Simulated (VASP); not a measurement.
# SiC (F-43m) in VASP: notebook

The runs below take SiC through single point, with PBE.

Program: VASP 6.6.1. These are calculated values, not measurements. Logs are shortened: lines on timing, memory, paths and dates and some standing lists are left out, and cuts for length are marked.

**What was measured.**

“Insight into the structural, elastic and electronic properties of a new orthorhombic 6O-SiC polytype”, 2020, pmc:7200658 quotes, for a bulk crystal of SiC: band gap 2.4 eV (indirect).

The runs below are set against these values where they give the same quantity.

### 1 The cell of the first run

The structure is cubic, space group F-43m (No. 216). The conventional cell has a = 4.197 Å, b = 4.197 Å, c = 4.197 Å, α = 90.00°, β = 90.00°, γ = 90.00°. Si (site symmetry -43m) has 4 C at 1.82 Å within 2.4 Å. Within 2.4 Å of C (site symmetry -43m) lie 4 Si at 1.82 Å.

### 2 Single point, PBE (volume scaled by 0.88)

Input file INCAR:

```
SYSTEM = SiC
PREC = Accurate
ENCUT = 520
EDIFF = 1E-6
ISMEAR = 0
SIGMA = 0.02
LREAL = .False.
LASPH = .True.
NELM = 80
ALGO = Normal
ISIF = 2
LWAVE = .False.
LCHARG = .False.
GGA = PE
NBANDS = 11
```

Input file KPOINTS:

```
Automatic mesh
0
Gamma
  10 10 10
  0 0 0
```

Input file POSCAR:

```
SiC
1.0
    0.0000000000      2.0985150105      2.0985150105
    2.0985150105      0.0000000000      2.0985150105
    2.0985150105      2.0985150105      0.0000000000
Si C
1 1
Direct
    0.0000000000      0.0000000000      0.0000000000
    0.2500000000      0.2500000000      0.2500000000
```

Potentials or basis: VASP PAW PBE potentials, release 64 (Si, C).

Command:

```console
> cat potpaw_PBE.64/Si/POTCAR potpaw_PBE.64/C/POTCAR > POTCAR
> mpirun -np 1 vasp_std > vasp.out
```

OUTCAR:

```text
SYSTEM = SiC
   PREC = Accurate
   ENCUT = 520
   EDIFF = 1E-6
   ISMEAR = 0
   LREAL = .False.
   LASPH = .True.
   NELM = 80
   ISIF = 2
   GGA = PE

 ion  position               nearest neighbor table
   1  0.000  0.000  0.000-   2 1.82   2 1.82   2 1.82   2 1.82
   2  0.250  0.250  0.250-   1 1.82   1 1.82   1 1.82   1 1.82

  LATTYP: Found a face centered cubic cell.
 ALAT       =     4.1970300210

  Lattice vectors:

 A1 = (   0.0000000000,   2.0985150105,   2.0985150105)
 A2 = (   2.0985150105,   0.0000000000,   2.0985150105)
 A3 = (   2.0985150105,   2.0985150105,   0.0000000000)

Analysis of symmetry for initial positions (statically):
=====================================================================
 Subroutine PRICEL returns:
 Original cell was already a primitive cell.

 Routine SETGRP: Setting up the symmetry group for a
 face centered cubic supercell.

 Subroutine GETGRP returns: Found 24 space group operations
 (whereof 24 operations were pure point group operations)
 out of a pool of 48 trial point group operations.

The static configuration has the point symmetry T_d .

Analysis of symmetry for dynamics (positions and initial velocities):
=====================================================================
 Subroutine PRICEL returns:
 Original cell was already a primitive cell.

 Routine SETGRP: Setting up the symmetry group for a
 face centered cubic supercell.

 Subroutine GETGRP returns: Found 24 space group operations
 (whereof 24 operations were pure point group operations)
 out of a pool of 48 trial point group operations.

The dynamic configuration has the point symmetry T_d .

 Subroutine INISYM returns: Found 24 space group operations
 (whereof 24 operations are pure point group operations),
 and found     1 'primitive' translations

----------------------------------------------------------------------------------------

                                     Primitive cell

  volume of cell :      18.4827

  direct lattice vectors                    reciprocal lattice vectors
     0.000000000  2.098515010  2.098515010    -0.238263723  0.238263723  0.238263723
     2.098515010  0.000000000  2.098515010     0.238263723 -0.238263723  0.238263723
     2.098515010  2.098515010  0.000000000     0.238263723  0.238263723 -0.238263723

  length of vectors
     2.967748389  2.967748389  2.967748389     0.412684875  0.412684875  0.412684875

  position of ions in fractional coordinates (direct lattice)
     0.000000000  0.000000000  0.000000000
     0.250000000  0.250000000  0.250000000

  ion indices of the primitive-cell ions
   primitive index   ion index
                 1           1
                 2           2

----------------------------------------------------------------------------------------

 KPOINTS: Automatic mesh

Automatic generation of k-mesh.
 Grid dimensions read from file:
 generate k-points for:   10   10   10

 Generating k-lattice:

  Cartesian coordinates                     Fractional coordinates (reciprocal lattice)
    -0.023826372  0.023826372  0.023826372     0.100000000  0.000000000  0.000000000
     0.023826372 -0.023826372  0.023826372     0.000000000  0.100000000  0.000000000
     0.023826372  0.023826372 -0.023826372     0.000000000  0.000000000  0.100000000

  Length of vectors
     0.041268487  0.041268487  0.041268487

  Shift w.r.t. Gamma in fractional coordinates (k-lattice)
     0.000000000  0.000000000  0.000000000

 Subroutine IBZKPT returns following result:
 ===========================================

 Found     47 irreducible k-points:

 Following reciprocal coordinates:
            Coordinates               Weight
  0.000000  0.000000  0.000000      1.000000
  0.100000  0.000000  0.000000      8.000000
  0.200000  0.000000  0.000000      8.000000
  0.300000  0.000000  0.000000      8.000000
  0.400000  0.000000  0.000000      8.000000
  0.500000  0.000000  0.000000      4.000000
[... 16 lines left out ...]
  0.300000  0.300000  0.000000      6.000000
  0.400000  0.300000  0.000000     24.000000
 [... further k-points ...]
   k-points           NKPTS =     47   k-points in BZ     NKDIM =     47   number of bands    NBANDS=     11
   number of dos      NEDOS =    301   number of ions     NIONS =      2
   total plane-waves  NPLWV =  13824
   dimension x,y,z NGX =    24 NGY =   24 NGZ =   24
   dimension x,y,z NGXF=    48 NGYF=   48 NGZF=   48
   ions per type =               1   1
   NGX,Y,Z   is equivalent  to a cutoff of  13.44, 13.44, 13.44 a.u.
   NGXF,Y,Z  is equivalent  to a cutoff of  26.89, 26.89, 26.89 a.u.
 SYSTEM =  SiC
   PREC   = accura    normal or accurate (medium, high low for compatibility)
   ISTART =      0    job   : 0-new  1-cont  2-samecut
   ICHARG =      2    charge: 1-file 2-atom 10-const
   ISPIN  =      1    spin polarized calculation?
   LNONCOLLINEAR =      F non collinear calculations
   LSORBIT =      F    spin-orbit coupling
   LASPH  =      T    aspherical Exc in radial PAW
   ENCUT  =  520.0 eV  38.22 Ry    6.18 a.u.   5.52  5.52  5.52*2*pi/ulx,y,z
   NELM   =     80;   NELMIN=  2; NELMDL= -5     # of ELM steps
   EDIFF  = 0.1E-05   stopping-criterion for ELM
   LREAL  =      F    real-space projection
   EDIFFG = 0.1E-04   stopping-criterion for IOM
   NSW    =      0    number of steps for IOM
   IBRION =     -1    ionic relax: 0-MD 1-quasi-New 2-CG
   NFREE  =      0    steps in history (QN), initial steepest desc. (CG)
   ISIF   =      2    stress and relaxation
   ISYM   =      2    0-nonsym 1-usesym 2-fastsym
   POTIM  = 0.5000    time-step for ionic-motion
   TEBEG  =    0.0;   TEEND  =   0.0 temperature during run
   PSTRESS=    0.0 pullay stress
   NELECT =       8.0000    total number of electrons
   NUPDOWN=      -1.0000    fix difference up-down
   EMIN   =  10.00;   EMAX   =-10.00  energy-range for DOS
   EFERMI =   0.00;   METHOD = LEGACY
   ISMEAR =     0;   SIGMA  =   0.02  broadening in eV -4-tet -1-fermi 0-gaus
   EFERMI_NEDOS =   21; number of points for ismear=-14 and -15
   IALGO  =     38    algorithm
   IMIX   =      4    mixing-type and parameters
     AMIX     =   0.40;   BMIX     =  1.00
     AMIX_MAG =   1.60;   BMIX_MAG =  1.00
  volume/ion in A,a.u.               =       9.24        62.36
  Fermi-wavevector in a.u.,A,eV,Ry     =   1.238367  2.340175 20.865257  1.533553
  Thomas-Fermi vector in A             =   2.372895
   LORBIT       =      0    0 simple, 1 ext, 2 COOP (PROOUT), +10 PAW based schemes
   GGA     = PE    functional components
   LHFCALC =     F    Hartree Fock is set to
   AEXX    =    0.0000 exact exchange contribution
   IVDW    =     0    specifies the selected vdW correction
   LEPSILON=     F    determine dielectric tensor
   LRPA    =     F    only Hartree local field effects (RPA)
 non-spin polarized calculation
 Gauss-broadening in eV      SIGMA  =   0.02
  energy-cutoff  :      520.00
  volume of cell :       18.48
 maximum number of plane-waves:       531
 NGX is ok and might be reduce to    24
   NGX = 11   NGY = 11   NGZ = 11

 number of electron       8.0000000 magnetization

 Free energy of the ion-electron system (eV)
  ---------------------------------------------------
  ext. energy  EPLUGINS =         0.00000000
  ---------------------------------------------------
  free energy    TOTEN  =       -14.81449841 eV

  energy without entropy =      -14.81449841  energy(sigma->0) =      -14.81449841

 E-fermi :   9.5233     XC(G=0): -11.8564

 val. band max:        9.4241173795   @ k =   0.0000   0.0000   0.0000
 cond. band min:      10.6671984305   @ k =   0.5000   0.5000   0.0000
 fundamental gap:      1.2430810510
 Fermi energy:         9.5232511385

 k-point     1 :       0.0000    0.0000    0.0000
  band No.  band energies     occupation
      1      -6.8927      2.00000
      2       9.4241      2.00000
      3       9.4241      2.00000
      4       9.4241      2.00000
      5      16.9971      0.00000
      6      17.5641      0.00000
      7      17.5641      0.00000
      8      17.5641      0.00000
      9      24.6165      0.00000
     10      24.6165      0.00000
     11      27.6322      0.00000

 k-point     2 :       0.1000    0.0000    0.0000
  band No.  band energies     occupation
      1      -6.6792      2.00000
      2       8.3968      2.00000
      3       9.2885      2.00000
      4       9.2885      2.00000
      5      17.0389      0.00000
      6      17.8238      0.00000
      7      17.8238      0.00000
      8      18.0470      0.00000
      9      23.5716      0.00000
     10      23.5716      0.00000
     11      26.6859      0.00000

 k-point     3 :       0.2000    0.0000    0.0000
  band No.  band energies     occupation
      1      -6.0470      2.00000
      2       6.1695      2.00000
      3       8.9763      2.00000
      4       8.9764      2.00000
      5      16.6468      0.00000
      6      18.1488      0.00000
      7      18.1488      0.00000
      8      19.3102      0.00000
      9      22.8863      0.00000
     10      22.8863      0.00000
     11      25.7903      0.00000

 k-point     4 :       0.3000    0.0000    0.0000
  band No.  band energies     occupation
      1      -5.0297      2.00000
      2       3.6887      2.00000
      3       8.6542      2.00000
      4       8.6542      2.00000
      5      16.2470      0.00000
      6      17.8400      0.00000
      7      17.8400      0.00000
      8      20.0958      0.00000
      9      23.9139      0.00000
     10      23.9139      0.00000
     11      25.7436      0.00000
[... 239 lines left out ...]
 k-point    22 :      -0.2000    0.2000    0.0000
  band No.  band energies     occupation
      1      -4.6904      2.00000
      2       4.4369      2.00000
      3       5.9959      2.00000
      4       8.7831      2.00000
      5      16.5367      0.00000
      6      18.4022      0.00000
      7      18.5610      0.00000
      8      19.6326      0.00000
      9      21.4557      0.00000
     10      26.0568      0.00000
     11      29.8289      0.00000

 k-point    23 :       0.3000    0.3000    0.0000
  band No.  band energies     occupation
      1      -4.4040      2.00000
      2       5.0289      2.00000
      3       6.9047      2.00000
      4       6.9047      2.00000
      5      12.7693      0.00000
      6      15.4799      0.00000
      7      22.1148      0.00000
      8      22.1148      0.00000
      9      23.2560      0.00000
     10      27.4238      0.00000
     11      32.4720      0.00000

 k-point    24 :       0.4000    0.3000    0.0000
  band No.  band energies     occupation
      1      -3.4434      2.00000
      2       3.7087      2.00000
      3       6.0501      2.00000
      4       6.6259      2.00000
      5      12.3717      0.00000
      6      15.5339      0.00000
      7      22.3181      0.00000
      8      22.4617      0.00000
      9      24.5985      0.00000
     10      28.5904      0.00000
     11      32.4082      0.00000

 [... further k-points ...]
[... 5 lines left out ...]
  --------------------------------------------------------------------------------------
  -------------------------------------------------------------------------------------
  Total        4.0015618      4.0015618      4.0015618     -0.0000000      0.0000000      0.0000000
  in kB      346.8757024    346.8757024    346.8757024     -0.0000000      0.0000000      0.0000000
  external PRESSURE =     346.8757024 kB  Pullay stress =       0.0000000 kB

 VOLUME and BASIS-vectors are now :
 -----------------------------------------------------------------------------
  energy-cutoff  :      520.00
  volume of cell :       18.48
      direct lattice vectors                 reciprocal lattice vectors
     0.000000000  2.098515010  2.098515010    -0.238263723  0.238263723  0.238263723
     2.098515010  0.000000000  2.098515010     0.238263723 -0.238263723  0.238263723
     2.098515010  2.098515010  0.000000000     0.238263723  0.238263723 -0.238263723

 POSITION                                       TOTAL-FORCE (eV/Angst)
 -----------------------------------------------------------------------------------
      0.00000      0.00000      0.00000        -0.000000     -0.000000     -0.000000
      1.04926      1.04926      1.04926         0.000000      0.000000      0.000000
 -----------------------------------------------------------------------------------
    total drift:                                0.000000      0.000000      0.000000

  FREE ENERGIE OF THE ION-ELECTRON SYSTEM (eV)
  ---------------------------------------------------
  free  energy   TOTEN  =       -14.8144984062 eV

  energy  without entropy=      -14.8144984062  energy(sigma->0) =      -14.81449841
```

It took 6.1 s on 1 thread of Intel Xeon Platinum 8259CL at 2.50GHz (Skylake/Cascade Lake), shared host; peak memory 0.14 GiB.

What came out:

```yaml
Free_energy: -14.8145 eV
Pressure: 34.7 GPa
Band_gap_on_the_k_mesh: 1.24 eV, indirect (least direct gap 4.64 eV)
```

Levels at points of the mesh, in eV from the valence-band top:
```tsv
k point	band 1	band 2	band 3	band 4	band 5	band 6	band 7	band 8
(0.00, 0.00, 0.00)	-16.32	0.00	0.00	0.00	7.57	8.14	8.14	8.14
(0.50, 0.00, 0.00)	-12.31	-9.18	-1.07	-1.07	6.49	7.70	7.70	10.69
(0.50, 0.50, 0.00)	-10.74	-8.17	-3.40	-3.40	1.24	4.74	15.39	15.39
```

Caveat: the cell differs from its parent crystal (volume scaled by 0.88).

### 3 Single point, PBE

This run uses another cell than the first one, of 10.50 Å³/atom, 1.136 times its volume.

Input file INCAR:

```
SYSTEM = SiC
ALGO = Normal
EDIFF = 1E-6
ENCUT = 520
GGA = PE
ISIF = 2
ISMEAR = 0
LASPH = .TRUE.
LCHARG = .FALSE.
LREAL = .FALSE.
LWAVE = .FALSE.
NBANDS = 11
NELM = 60
PREC = Accurate
SIGMA = 0.02
```

Input file KPOINTS:

```
k-points
0
G
  10 10 10
  0 0 0
```

Input file POSCAR:

```
SiC
1.0
    0.0000000000      2.1898675894      2.1898675894
    2.1898675894      0.0000000000      2.1898675894
    2.1898675894      2.1898675894      0.0000000000
Si C
1 1
Direct
    0.0000000000      0.0000000000      0.0000000000
    0.2500000000      0.2500000000      0.2500000000
```

Potentials or basis: VASP PAW PBE potentials, release 64 (Si, C).

Command:

```console
> cat potpaw_PBE.64/Si/POTCAR potpaw_PBE.64/C/POTCAR > POTCAR
> mpirun -np 1 vasp_std > vasp.out
```

Wall time 6.6 s (1 thread of Intel Xeon Platinum 8259CL at 2.50GHz (Skylake/Cascade Lake), shared host); peak memory 0.13 GiB.

It converged, with:

```yaml
Free_energy: -15.0608 eV
Pressure: 0.0 GPa
Band_gap_on_the_k_mesh: 1.37 eV, indirect (least direct gap 4.53 eV)
```

Levels at points of the mesh, in eV from the valence-band top:
```tsv
k point	band 1	band 2	band 3	band 4	band 5	band 6	band 7	band 8	band 9
(0.00, 0.00, 0.00)	-15.29	0.00	0.00	0.00	6.06	7.20	7.20	7.20	14.42
(0.50, 0.00, 0.00)	-11.78	-8.45	-1.05	-1.05	5.30	7.17	7.17	9.97	16.02
(0.50, 0.50, 0.00)	-10.34	-7.75	-3.16	-3.16	1.37	4.27	13.86	13.86	14.59
```

### 4 Single point, PBE

This run uses another cell than the first one, of 10.50 Å³/atom, 1.136 times its volume.

Input file INCAR:

```
PREC = Accurate
ENCUT = 520
EDIFF = 1E-6
ISMEAR = 0
SIGMA = 0.02
LREAL = F
LASPH = T
NELM = 100
ALGO = Normal
ISIF = 2
LWAVE = F
LCHARG = F
GGA = PE
NBANDS = 11
```

Input file KPOINTS:

```
regular mesh
0
Gamma
  10 10 10
```

POSCAR is that of step 3.

Command:

```console
> cat potpaw_PBE.64/Si/POTCAR potpaw_PBE.64/C/POTCAR > POTCAR
> mpirun -np 1 vasp_std > vasp.out
```

Wall time 7.1 s (1 thread of Intel Xeon Platinum 8259CL at 2.50GHz (Skylake/Cascade Lake), shared host); peak memory 0.13 GiB.

The run converged. Its results:

```yaml
Free_energy: -15.0608 eV
Pressure: 0.0 GPa
Band_gap_on_the_k_mesh: 1.37 eV, indirect (least direct gap 4.53 eV)
```

Levels at points of the mesh, in eV from the valence-band top:
```tsv
k point	band 1	band 2	band 3	band 4	band 5	band 6	band 7	band 8
(0.00, 0.00, 0.00)	-15.29	0.00	0.00	0.00	6.06	7.20	7.20	7.20
(0.50, 0.00, 0.00)	-11.78	-8.45	-1.05	-1.05	5.30	7.17	7.17	9.97
(0.50, 0.50, 0.00)	-10.34	-7.75	-3.16	-3.16	1.37	4.27	13.86	13.86
```

### 5 Single point, PBE (volume scaled by 0.97)

Input file INCAR:

```
SYSTEM = SiC
  PREC = Accurate
  ENCUT = 520
  EDIFF = 1E-6
  ISMEAR = 0
  SIGMA = 0.02
  LREAL = .False.
  LASPH = .True.
  NELM = 60
  ALGO = Normal
  ISIF = 2
  LWAVE = .False.
  LCHARG = .False.
  GGA = PE
  NBANDS = 11
```

Input file KPOINTS:

```
regular mesh
0
Gamma
  10 10 10
  0 0 0
```

Input file POSCAR:

```
SiC
1.0
    0.0000000000      2.1677462024      2.1677462024
    2.1677462024      0.0000000000      2.1677462024
    2.1677462024      2.1677462024      0.0000000000
Si C
1 1
Direct
    0.0000000000      0.0000000000      0.0000000000
    0.2500000000      0.2500000000      0.2500000000
```

Command:

```console
> cat potpaw_PBE.64/Si/POTCAR potpaw_PBE.64/C/POTCAR > POTCAR
> mpirun -np 1 vasp_std > vasp.out
```

It took 6.4 s on 1 thread of Intel Xeon Platinum 8259CL at 2.50GHz (Skylake/Cascade Lake), shared host; peak memory 0.13 GiB.

Results (log left out):

* Free energy: -15.0477 eV
* Pressure: 6.8 GPa
* Band gap on the k mesh: 1.34 eV, indirect (least direct gap 4.56 eV)

Levels at points of the mesh, in eV from the valence-band top:
| k point | band 1 | band 2 | band 3 | band 4 | band 5 | band 6 | band 7 | band 8 |
| --- | --- | --- | --- | --- | --- | --- | --- | --- |
| (0.00, 0.00, 0.00) | -15.53 | 0.00 | 0.00 | 0.00 | 6.42 | 7.42 | 7.42 | 7.42 |
| (0.50, 0.00, 0.00) | -11.90 | -8.62 | -1.05 | -1.05 | 5.58 | 7.29 | 7.29 | 10.14 |
| (0.50, 0.50, 0.00) | -10.43 | -7.84 | -3.21 | -3.21 | 1.34 | 4.38 | 14.22 | 14.22 |

Caveat: the cell differs from its parent crystal (volume scaled by 0.97). A k mesh can miss the band edges.

(Part 1 of 2 ends here.)
